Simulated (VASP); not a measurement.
# Li8Mg16CO2 in VASP: a series of runs, part 2 of 2

VASP 6.6.1.

### 4 Single point, PBE+D3(BJ)

INCAR reads:

```
SYSTEM = Li8Mg16CO2
ALGO     = Normal         ! electronic algorithm
EDIFF    = 1E-6           ! SCF threshold, eV
ENCUT    = 520            ! plane-wave cutoff, eV
GGA      = PE             ! functional
ISIF     = 2              ! what is computed and relaxed
ISMEAR   = -1             ! smearing method
IVDW     = 12             ! dispersion correction
LASPH    = .TRUE.         ! aspherical terms in the spheres
LCHARG   = .FALSE.        ! write CHGCAR
LREAL    = Auto         
LWAVE    = .FALSE.        ! write WAVECAR
NBANDS   = 55             ! bands
NELM     = 80             ! most SCF steps
PREC     = Accurate       ! precision mode
SIGMA    = 0.1            ! smearing width, eV
```

KPOINTS reads:

```
k-points
0
G
  2 2 1
  0 0 0
```

POSCAR reads:

```
Li8Mg16CO2
1.0
    9.3790480000      0.0000000000      0.0000000000
    0.0000000000     10.0936900000      0.0000000000
    0.0000000000      0.0000000000     17.5407100000
Li Mg C O
8 16 1 2
Direct
    0.6666667022      0.2499999505      0.0570102350
    0.3333332978      0.2499999505      0.0570102350
    0.1569442869      0.2511597840      0.1875588844
    0.7932090762      0.2593654055      0.2037863918
    0.6666667022      0.7499999505      0.0570102350
    0.3333332978      0.7499999505      0.0570102350
    0.1645853609      0.7451118471      0.2060893202
    0.8249440668      0.7562957650      0.1975969046
    0.3279166500     -0.0010714615      0.1304177539
   -0.0038607330     -0.0004378973      0.1306505267
    0.6601491964      0.0022268368      0.1296157909
    0.0000000000      0.2499999505      0.0570102350
    0.8292792616      0.0068366475      0.2774799880
    0.4928279501     -0.0145715789      0.2945629909
    0.1693064157      0.0220698278      0.2826026427
    0.4699605973      0.2414655096      0.2122541790
    0.3320733618      0.4987545684      0.1299730171
    0.0015289398      0.5007301591      0.1324881376
    0.6659526639      0.4994770000      0.1303190122
    0.0000000000      0.7499999505      0.0570102350
    0.8395146288      0.5114785574      0.2791080863
    0.5067149672      0.4912732608      0.2933519225
    0.1713821062      0.4676802042      0.2895465463
    0.4974826869      0.7460970170      0.1958304994
    0.3209035714      0.2376589731      0.3617486407
    0.4413293332      0.2982422682      0.3582128089
    0.2016684423      0.2990257280      0.3599146785
```

The run is started by

```bash
cat potpaw_PBE.64/Li_sv/POTCAR potpaw_PBE.64/Mg/POTCAR potpaw_PBE.64/C/POTCAR potpaw_PBE.64/O/POTCAR > POTCAR
mpirun -np 1 vasp_std > vasp.out
```

Wall time 10 min (1 thread of Intel Xeon 6975P-C (Granite Rapids), shared host); peak memory 1.4 GiB.

It converged, with:

- Free energy: -57.5955 eV
- Largest force: 0.789 eV/Å
- Band gap on the k mesh: zero (bands 36 and 37 overlap by 0.24 eV)
- Dispersion energy per atom: -0.142 eV

Forces in eV/Å, atoms in the order of the input:
```
Li  -0.011  0.027 -0.164
Li  -0.008 -0.034 -0.176
Li  -0.088 -0.041 -0.042
Li   0.247 -0.038 -0.124
Li   0.128  0.010 -0.209
Li  -0.141 -0.028 -0.211
Li  -0.002  0.004  0.068
Li  -0.023  0.000 -0.122
Mg  -0.086 -0.044  0.228
Mg  -0.025 -0.003  0.297
Mg  -0.050 -0.019  0.249
Mg  -0.217  0.048 -0.346
Mg   0.020 -0.033  0.243
Mg   0.024  0.047  0.144
Mg   0.128  0.201  0.337
Mg   0.120  0.016 -0.304
Mg  -0.058 -0.007  0.378
Mg  -0.001  0.005  0.286
Mg  -0.059  0.009  0.243
Mg   0.007 -0.029 -0.293
Mg  -0.013  0.037  0.181
Mg   0.005 -0.237  0.330
Mg  -0.035 -0.204  0.307
Mg   0.003 -0.080  0.115
C    0.048 -0.342 -0.420
O    0.292  0.389 -0.621
O   -0.205  0.346 -0.375
```

Levels at points of the mesh, in eV from the Fermi level:
```csv
k point,band 33,band 34,band 35,band 36,band 37,band 38,band 39,band 40
"(0.00, 0.00, 0.00)",-0.54,-0.50,-0.26,0.16,0.29,0.41,0.59,0.71
"(0.50, 0.00, 0.00)",-0.68,-0.42,-0.23,-0.18,-0.07,0.08,0.28,0.36
"(0.00, 0.50, 0.00)",-0.68,-0.45,-0.37,-0.34,-0.02,0.14,0.47,0.82
"(0.50, 0.50, 0.00)",-0.87,-0.20,-0.18,0.03,0.22,0.38,0.41,0.44
```

Caveat: there is no dipole correction, which matters where the two faces differ.

### 5 Single point, PBE+D3(BJ)

INCAR reads:

```
SYSTEM = Li8Mg16CO2
PREC     = Accurate       ! precision mode
ENCUT    = 520            ! plane-wave cutoff, eV
EDIFF    = 1E-6           ! SCF threshold, eV
ISMEAR   = -1             ! smearing method
SIGMA    = 0.1            ! smearing width, eV
LREAL    = Auto         
LASPH    = .True.         ! aspherical terms in the spheres
NELM     = 80             ! most SCF steps
ALGO     = Normal         ! electronic algorithm
ISIF     = 2              ! what is computed and relaxed
LWAVE    = .False.        ! write WAVECAR
LCHARG   = .False.        ! write CHGCAR
GGA      = PE             ! functional
IVDW     = 12             ! dispersion correction
NBANDS   = 55             ! bands
```

KPOINTS reads:

```
regular mesh
0
Gamma
  2 2 1
  0 0 0
```

POSCAR reads:

```
Li8Mg16CO2
1.0
    9.3790480000      0.0000000000      0.0000000000
    0.0000000000     10.0936900000      0.0000000000
    0.0000000000      0.0000000000     17.5407100000
Li Mg C O
8 16 1 2
Direct
    0.6666667022      0.2499999505      0.0570101780
    0.3333332978      0.2499999505      0.0570101780
    0.1552143672      0.2500641490      0.1998456163
    0.8080669808      0.2521580314      0.2049033363
    0.6666667022      0.7499999505      0.0570101780
    0.3333332978      0.7499999505      0.0570101780
    0.1560452617      0.7501786760      0.2042488018
    0.8164514138      0.7522784036      0.2040158010
    0.4653809214      0.0002843361      0.1025557118
    0.1374014719     -0.0008243764      0.1011243559
    0.7988993126      0.0007608714      0.1007626259
    0.0000000000      0.2499999505      0.0570101780
    0.9632432844      0.0052002786      0.2516910661
    0.6343580926     -0.0007887106      0.2577069001
    0.2926749069      0.0031203653      0.2567128697
    0.4812165371      0.2498608537      0.2041651678
    0.4666706045      0.4995227712      0.1001504500
    0.1386634336      0.5002844351      0.1003188012
    0.7985793441      0.5001785274      0.1000702936
    0.0000000000      0.7499999505      0.0570101780
    0.9623723005      0.5010882046      0.2499380584
    0.6340231972      0.5006268273      0.2564147061
    0.2946498408      0.4981925341      0.2547443633
    0.4837468579      0.7500927807      0.2029300980
    0.3344404464      0.2606914815      0.4087492468
    0.4125404839      0.1724748828      0.4203157683
    0.2563404090      0.3494339533      0.3976484988
```

The run is started by

```bash
cat potpaw_PBE.64/Li_sv/POTCAR potpaw_PBE.64/Mg/POTCAR potpaw_PBE.64/C/POTCAR potpaw_PBE.64/O/POTCAR > POTCAR
mpirun -np 1 vasp_std > vasp.out
```

Wall time 25 min (1 thread of Oxide Virtual Turin-like, shared host); peak memory 1.4 GiB.

Results (log left out):

```
Free energy                : -59.3695 eV
Largest force              : 0.725 eV/Å
Band gap on the k mesh     : zero (bands 36 and 37 overlap by 0.25 eV)
Dispersion energy per atom : -0.141 eV
```

Forces in eV/Å, atoms in the order of the input:
```
Li  -0.219  0.005 -0.001
Li  -0.380 -0.009 -0.057
Li  -0.092 -0.013  0.059
Li  -0.004 -0.025  0.009
Li  -0.203  0.011  0.004
Li  -0.379  0.009 -0.054
Li  -0.084  0.002  0.018
Li  -0.084 -0.006  0.031
Mg   0.227 -0.004 -0.011
Mg   0.203 -0.005 -0.014
Mg   0.223 -0.008  0.003
Mg  -0.408 -0.008  0.022
Mg   0.179 -0.010 -0.006
Mg   0.168  0.022 -0.033
Mg   0.176 -0.058 -0.060
Mg  -0.026  0.012 -0.029
Mg   0.223  0.005  0.009
Mg   0.210 -0.002  0.008
Mg   0.212  0.012 -0.020
Mg  -0.381  0.010  0.034
Mg   0.167 -0.010 -0.031
Mg   0.164 -0.001 -0.018
Mg   0.171  0.039 -0.021
Mg  -0.076  0.002  0.058
C    0.107 -0.121  0.066
O    0.323 -0.435  0.118
O   -0.419  0.586 -0.082
```

Levels at points of the mesh, in eV from the Fermi level:
```
           k point  band 31  band 32  band 33  band 34  band 35  band 36  band 37  band 38  band 39  band 40
(0.00, 0.00, 0.00)    -0.79    -0.68    -0.61    -0.54    -0.08     0.15     0.43     0.55     0.63     0.71
(0.50, 0.00, 0.00)    -0.91    -0.87    -0.36    -0.22    -0.21    -0.19    -0.10    -0.09    -0.08     0.58
(0.00, 0.50, 0.00)    -0.94    -0.92    -0.47    -0.46    -0.30    -0.27     0.07     0.10     0.63     0.66
(0.50, 0.50, 0.00)    -1.48    -1.47    -0.08    -0.06    -0.02     0.00     0.14     0.15     0.30     0.33
```

Caveat: there is no dipole correction, which matters where the two faces differ.

### 6 Overview

```tsv
cell	gap on the mesh (eV)	largest force (eV/Å)
as given, atomic positions A	none	0.72
as given, atomic positions B	none	0.64
as given, atomic positions C	none	0.79
as given, atomic positions D	none	0.73
```

Alike in all rows: task single point; level PBE+D3(BJ); potentials or basis VASP PAW PBE potentials, release 64 (Li_sv, Mg, C, O); no spin polarisation; k mesh 2 × 2 × 1; cutoff (eV) 520; smearing fermi-dirac 0.1 eV.

Caveats: there is no dipole correction, which matters where the two faces differ.

Total energies depend on the potentials used, so only differences within one code and one set of settings carry meaning.
